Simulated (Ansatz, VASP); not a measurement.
# Two plane-wave programs on Ta

```
Ta
1.0
    -1.62635    1.62635    1.62635
     1.62635   -1.62635    1.62635
     1.62635    1.62635   -1.62635
Ta
1
Cartesian
  0.0000 0.0000 0.0000
```

Alike in both runs: functional LDA; k mesh 16 × 16 × 16; occupations gaussian, width 0.1 eV; no spin polarisation.

Ansatz relaxed the structure, and its values are those at the end. VASP's run is a single point on that final structure, the one shown.

|  | VASP | Ansatz |
| --- | --- | --- |
| version | VASP 6.6.1 | Ansatz 0.2.0 |
| potentials or method | VASP PAW LDA potentials, release 64 (Ta_pv), cutoff 520 eV | scalar-relativistic, plane waves, PAW |
| valence electrons in the cell | 11 | 13 |

Ansatz gave:

```
gap on the k mesh at the Fermi level (eV) : none
pressure (GPa)                            : 0.0
```

Question: Estimate VASP's values.

Answer: gap on the k mesh at the Fermi level (eV): none; pressure (GPa): 0.8.

Ansatz warns that its potentials were made for another functional, while VASP's fit it. LDA's correlation is that of Perdew and Zunger in VASP and of Perdew and Wang (1992) in Ansatz. A gap of «none» marks a metal or a gap that the smearing closes. VASP's potentials hold 11 valence electrons a cell and Ansatz's 13, so a difference there can come from the potentials and not from the codes.

Neither program's run includes spin-orbit coupling.
